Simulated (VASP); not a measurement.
# CdSe4 (P1) in VASP: single point with PBE

Aim: the single point of CdSe4 with PBE.

Program: VASP 6.6.1. These are calculated values, not measurements. Logs are shortened: lines on timing, memory, paths and dates and some standing lists are left out, and cuts for length are marked.

## Step 1: The cell of the first run

The typed cell holds 10 atoms: a = 5.525 Å, b = 6.597 Å, c = 8.920 Å, α = 72.70°, β = 89.90°, γ = 89.90°.

## Step 2: Single point, PBE

Input file INCAR:

```
PREC = Accurate ; ENCUT = 520
EDIFF = 1E-6 ; ISMEAR = 0
SIGMA = 0.02 ; LREAL = F
LASPH = T ; NELM = 100
ALGO = Normal ; ISIF = 2
LWAVE = F ; LCHARG = F
GGA = PE ; NBANDS = 47
```

Input file KPOINTS:

```
regular mesh
0
Gamma
  6 4 4
```

Input file POSCAR:

```
CdSe4
1.0
    5.5244805390     -0.0098745991     -0.0118397729
    0.0227244059      6.5969461000     -0.0149785561
    0.0383508247      2.6715979483      8.5106350634
Cd Se
2 8
Direct
    0.5898670587      0.0150844167      0.5375239432
    0.0891408996      0.9848967001      0.9630597457
    0.4185577684      0.6597586445      0.9224307193
    0.5347098499      0.3274167956      0.1211886855
    0.1482230514      0.1691695181      0.1792828737
    0.8098567795      0.7679350663      0.8166625018
    0.9181686522      0.3404032621      0.5772397947
    0.0345695337      0.6719697606      0.3779818784
    0.6479354575      0.8309881335      0.3209802437
    0.3089709493      0.2323777026      0.6836496139
```

Potentials or basis: VASP PAW PBE potentials, release 64 (Cd, Se).

Launch:

```console
$ cat potpaw_PBE.64/Cd/POTCAR potpaw_PBE.64/Se/POTCAR > POTCAR
$ mpirun -np 1 vasp_std > vasp.out
```

OUTCAR:

```text
PREC = Accurate
   ENCUT = 520
   EDIFF = 1E-6
   ISMEAR = 0
   LREAL = F
   LASPH = T
   NELM = 100
   ISIF = 2
   GGA = PE

 ion  position               nearest neighbor table
   1  0.590  0.015  0.538-   9 2.59  10 2.69   6 2.82   7 2.91
   2  0.089  0.985  0.963-   5 2.59   6 2.69  10 2.82   3 2.91
   3  0.419  0.660  0.922-   6 2.38   4 2.46   2 2.91
   4  0.535  0.327  0.121-   5 2.37   3 2.46
   5  0.148  0.169  0.179-   4 2.37   2 2.59
   6  0.810  0.768  0.817-   3 2.38   2 2.69   1 2.82
   7  0.918  0.340  0.577-  10 2.38   8 2.46   1 2.91
   8  0.035  0.672  0.378-   9 2.37   7 2.46
   9  0.648  0.831  0.321-   8 2.37   1 2.59
  10  0.309  0.232  0.684-   7 2.38   1 2.69   2 2.82

  LATTYP: Found a triclinic cell.
 ALAT       =     8.9201914534
 B/A-ratio  =     1.0522057962
 C/A-ratio  =     0.6193255022
 COS(alpha) =     0.0004657027
 COS(beta)  =     0.0017192390
 COS(gamma) =     0.7413903544

  Lattice vectors:

 A1 = (   0.0383508247,   2.6715979483,   8.5106350634)
 A2 = (   0.0156264188,  -3.9253481517,   8.5256136195)
 A3 = (   5.5244805390,  -0.0098745991,  -0.0118397729)

Analysis of symmetry for initial positions (statically):
=====================================================================
 Subroutine PRICEL returns:
 Original cell was already a primitive cell.

 Routine SETGRP: Setting up the symmetry group for a
 triclinic supercell.

 Subroutine GETGRP returns: Found  1 space group operations
 (whereof  1 operations were pure point group operations)
 out of a pool of  2 trial point group operations.

The static configuration has the point symmetry C_1 .

Analysis of symmetry for dynamics (positions and initial velocities):
=====================================================================
 Subroutine PRICEL returns:
 Original cell was already a primitive cell.

 Routine SETGRP: Setting up the symmetry group for a
 triclinic supercell.

 Subroutine GETGRP returns: Found  1 space group operations
 (whereof  1 operations were pure point group operations)
 out of a pool of  2 trial point group operations.

The dynamic configuration has the point symmetry C_1 .

 Subroutine INISYM returns: Found  1 space group operations
 (whereof  1 operations are pure point group operations),
 and found     1 'primitive' translations

----------------------------------------------------------------------------------------

                                     Primitive cell

  volume of cell :     310.3928

  direct lattice vectors                    reciprocal lattice vectors
     5.524480539 -0.009874599 -0.011839773     0.181010049 -0.000624929 -0.000619498
     0.022724406  6.596946100 -0.014978556     0.000168844  0.151476744 -0.047551261
     0.038350825  2.671597948  8.510635063     0.000252114  0.000265727  0.117415494

  length of vectors
     5.524502051  6.597002244  8.920191453     0.181012188  0.158765093  0.117416065

  position of ions in fractional coordinates (direct lattice)
     0.589867059  0.015084417  0.537523943
     0.089140900  0.984896700  0.963059746
     0.418557768  0.659758645  0.922430719
     0.534709850  0.327416796  0.121188686
     0.148223051  0.169169518  0.179282874
     0.809856780  0.767935066  0.816662502
     0.918168652  0.340403262  0.577239795
     0.034569534  0.671969761  0.377981878
     0.647935457  0.830988134  0.320980244
     0.308970949  0.232377703  0.683649614

  ion indices of the primitive-cell ions
   primitive index   ion index
                 1           1
                 2           2
                 3           3
                 4           4
                 5           5
                 6           6
                 7           7
                 8           8
                 9           9
                10          10

----------------------------------------------------------------------------------------

 KPOINTS: regular mesh

Automatic generation of k-mesh.
 Grid dimensions read from file:
 generate k-points for:    6    4    4

 Generating k-lattice:

  Cartesian coordinates                     Fractional coordinates (reciprocal lattice)
     0.030168342 -0.000104155 -0.000103250     0.166666667  0.000000000  0.000000000
     0.000042211  0.037869186 -0.011887815     0.000000000  0.250000000  0.000000000
     0.000063028  0.000066432  0.029353873     0.000000000  0.000000000  0.250000000

  Length of vectors
     0.030168698  0.039691273  0.029354016

  Shift w.r.t. Gamma in fractional coordinates (k-lattice)
     0.000000000  0.000000000  0.000000000

 Subroutine IBZKPT returns following result:
 ===========================================

 Found     52 irreducible k-points:

 Following reciprocal coordinates:
            Coordinates               Weight
  0.000000  0.000000  0.000000      1.000000
  0.166667 -0.000000 -0.000000      2.000000
  0.333333 -0.000000 -0.000000      2.000000
  0.500000  0.000000 -0.000000      1.000000
  0.000000  0.250000  0.000000      2.000000
  0.166667  0.250000 -0.000000      2.000000
[... 16 lines left out ...]
  0.333333  0.250000  0.250000      2.000000
  0.500000  0.250000  0.250000      2.000000
 [... further k-points ...]
   k-points           NKPTS =     52   k-points in BZ     NKDIM =     52   number of bands    NBANDS=     47
   number of dos      NEDOS =    301   number of ions     NIONS =     10
   total plane-waves  NPLWV = 147000
   dimension x,y,z NGX =    42 NGY =   50 NGZ =   70
   dimension x,y,z NGXF=    84 NGYF=  100 NGZF=  140
   ions per type =               2   8
   NGX,Y,Z   is equivalent  to a cutoff of  12.64, 12.60, 13.05 a.u.
   NGXF,Y,Z  is equivalent  to a cutoff of  25.28, 25.20, 26.09 a.u.
 SYSTEM =  unknown system
   PREC   = accura    normal or accurate (medium, high low for compatibility)
   ISTART =      0    job   : 0-new  1-cont  2-samecut
   ICHARG =      2    charge: 1-file 2-atom 10-const
   ISPIN  =      1    spin polarized calculation?
   LNONCOLLINEAR =      F non collinear calculations
   LSORBIT =      F    spin-orbit coupling
   LASPH  =      T    aspherical Exc in radial PAW
   ENCUT  =  520.0 eV  38.22 Ry    6.18 a.u.  10.27 12.27 16.59*2*pi/ulx,y,z
   NELM   =    100;   NELMIN=  2; NELMDL= -5     # of ELM steps
   EDIFF  = 0.1E-05   stopping-criterion for ELM
   LREAL  =      F    real-space projection
   EDIFFG = 0.1E-04   stopping-criterion for IOM
   NSW    =      0    number of steps for IOM
   IBRION =     -1    ionic relax: 0-MD 1-quasi-New 2-CG
   NFREE  =      0    steps in history (QN), initial steepest desc. (CG)
   ISIF   =      2    stress and relaxation
   ISYM   =      2    0-nonsym 1-usesym 2-fastsym
   POTIM  = 0.5000    time-step for ionic-motion
   TEBEG  =    0.0;   TEEND  =   0.0 temperature during run
   PSTRESS=    0.0 pullay stress
   NELECT =      72.0000    total number of electrons
   NUPDOWN=      -1.0000    fix difference up-down
   EMIN   =  10.00;   EMAX   =-10.00  energy-range for DOS
   EFERMI =   0.00;   METHOD = LEGACY
   ISMEAR =     0;   SIGMA  =   0.02  broadening in eV -4-tet -1-fermi 0-gaus
   EFERMI_NEDOS =   21; number of points for ismear=-14 and -15
   IALGO  =     38    algorithm
   IMIX   =      4    mixing-type and parameters
     AMIX     =   0.40;   BMIX     =  1.00
     AMIX_MAG =   1.60;   BMIX_MAG =  1.00
  volume/ion in A,a.u.               =      31.04       209.46
  Fermi-wavevector in a.u.,A,eV,Ry     =   1.005885  1.900848 13.766445  1.011805
  Thomas-Fermi vector in A             =   2.138593
   LORBIT       =      0    0 simple, 1 ext, 2 COOP (PROOUT), +10 PAW based schemes
   GGA     = PE    functional components
   LHFCALC =     F    Hartree Fock is set to
   AEXX    =    0.0000 exact exchange contribution
   IVDW    =     0    specifies the selected vdW correction
   LEPSILON=     F    determine dielectric tensor
   LRPA    =     F    only Hartree local field effects (RPA)
 non-spin polarized calculation
 Gauss-broadening in eV      SIGMA  =   0.02
  energy-cutoff  :      520.00
  volume of cell :      310.39
 maximum number of plane-waves:      8388
 NGX is ok and might be reduce to    42
   NGX = 21   NGY = 25   NGZ = 33

 number of electron      71.9999994 magnetization

 Free energy of the ion-electron system (eV)
  ---------------------------------------------------
  ext. energy  EPLUGINS =         0.00000000
  ---------------------------------------------------
  free energy    TOTEN  =       -30.20512426 eV

  energy without entropy =      -30.20512426  energy(sigma->0) =      -30.20512426

 E-fermi :   1.5308     XC(G=0):  -8.2951

 val. band max:        1.4217421358   @ k =   0.0000   0.5000   0.0000
 cond. band min:       2.0830638748   @ k =   0.0000   0.0000   0.0000
 fundamental gap:      0.6613217390
 Fermi energy:         1.5307895235

 k-point     1 :       0.0000    0.0000    0.0000
  band No.  band energies     occupation
      1     -13.6962      2.00000
      2     -13.4158      2.00000
      3     -12.6172      2.00000
      4     -12.2458      2.00000
      5     -10.6082      2.00000
      6     -10.5601      2.00000
[... 39 lines left out ...]
     46       6.1110      0.00000
     47       6.8287      0.00000

 k-point     2 :       0.1667   -0.0000   -0.0000
  band No.  band energies     occupation
      1     -13.6523      2.00000
      2     -13.4024      2.00000
      3     -12.5756      2.00000
      4     -12.2518      2.00000
      5     -10.6471      2.00000
      6     -10.5975      2.00000
[... 39 lines left out ...]
     46       6.0447      0.00000
     47       6.4481      0.00000

 k-point     3 :       0.3333   -0.0000   -0.0000
  band No.  band energies     occupation
      1     -13.5435      2.00000
      2     -13.3898      2.00000
      3     -12.4739      2.00000
      4     -12.2865      2.00000
      5     -10.7148      2.00000
      6     -10.6677      2.00000
[... 39 lines left out ...]
     46       5.8952      0.00000
     47       6.1478      0.00000

 k-point     4 :       0.5000    0.0000   -0.0000
  band No.  band energies     occupation
      1     -13.4357      2.00000
      2     -13.4331      2.00000
      3     -12.3654      2.00000
      4     -12.3641      2.00000
      5     -10.7234      2.00000
      6     -10.7216      2.00000
[... 939 lines left out ...]
     46       6.0686      0.00000
     47       6.3763      0.00000

 k-point    23 :       0.3333    0.2500    0.2500
  band No.  band energies     occupation
      1     -13.5171      2.00000
      2     -13.4058      2.00000
      3     -12.4592      2.00000
      4     -12.3015      2.00000
      5     -10.7833      2.00000
      6     -10.6680      2.00000
[... 39 lines left out ...]
     46       5.9984      0.00000
     47       6.1681      0.00000

 k-point    24 :       0.5000    0.2500    0.2500
  band No.  band energies     occupation
      1     -13.4330      2.00000
      2     -13.4303      2.00000
      3     -12.3504      2.00000
      4     -12.3490      2.00000
      5     -10.7932      2.00000
      6     -10.7920      2.00000
[... 39 lines left out ...]
     46       5.7081      0.00000
     47       6.4174      0.00000

 [... further k-points ...]

------------------------ aborting loop because EDIFF is reached ----------------------------------------

  FORCE on cell =-STRESS in cart. coord.  units (eV):
  Direction    XX          YY          ZZ          XY          YZ          ZX
  --------------------------------------------------------------------------------------
  -------------------------------------------------------------------------------------
  Total        0.3205892      0.2767548      0.3056760     -0.0087369      0.0769296     -0.0020220
  in kB        1.6548089      1.4285457      1.5778302     -0.0450977      0.3970931     -0.0104369
  external PRESSURE =       1.5537283 kB  Pullay stress =       0.0000000 kB

 VOLUME and BASIS-vectors are now :
 -----------------------------------------------------------------------------
  energy-cutoff  :      520.00
  volume of cell :      310.39
      direct lattice vectors                 reciprocal lattice vectors
     5.524480539 -0.009874599 -0.011839773     0.181010049 -0.000624929 -0.000619498
     0.022724406  6.596946100 -0.014978556     0.000168844  0.151476744 -0.047551261
     0.038350825  2.671597948  8.510635063     0.000252114  0.000265727  0.117415494

 POSITION                                       TOTAL-FORCE (eV/Angst)
 -----------------------------------------------------------------------------------
      3.27967      1.52973      4.56746        -0.001827      0.008835      0.003345
      0.55177      9.06934      8.18044        -0.002717     -0.009676     -0.003079
      2.36268      6.81262      7.83563        -0.018774     -0.005084     -0.001244
      2.96608      2.47844      1.02016         0.027039      0.002685      0.005540
      0.82958      1.59351      1.52152        -0.018340      0.021415      0.033381
      4.52281      7.23982      6.92923         0.011928     -0.018920     -0.003616
      5.10228      3.77871      4.89671        -0.018315      0.005594      0.001314
      0.22074      5.44242      3.20639         0.026968     -0.003348     -0.004379
      3.61070      6.33312      2.71163        -0.018588     -0.020142     -0.034090
      1.73840      3.35637      5.81115         0.012626      0.018641      0.002828
 -----------------------------------------------------------------------------------
    total drift:                               -0.000268      0.000028     -0.000029

  FREE ENERGIE OF THE ION-ELECTRON SYSTEM (eV)
  ---------------------------------------------------
  free  energy   TOTEN  =       -30.2051242556 eV

  energy  without entropy=      -30.2051242556  energy(sigma->0) =      -30.20512426
```

It took 17 min on 1 thread of Oxide Virtual Turin-like, shared host; peak memory 0.7 GiB.

Results:

* Free energy: -30.2051 eV
* Pressure: 0.2 GPa
* Largest force: 0.044 eV/Å
* Band gap on the k mesh: 0.66 eV (least direct gap 0.77 eV)

Forces in eV/Å, atoms in the order of the input:
```
Cd  -0.002  0.009  0.003
Cd  -0.003 -0.010 -0.003
Se  -0.019 -0.005 -0.001
Se   0.027  0.003  0.006
Se  -0.018  0.021  0.033
Se   0.012 -0.019 -0.004
Se  -0.018  0.006  0.001
Se   0.027 -0.003 -0.004
Se  -0.019 -0.020 -0.034
Se   0.013  0.019  0.003
```

A k mesh can miss the band edges.
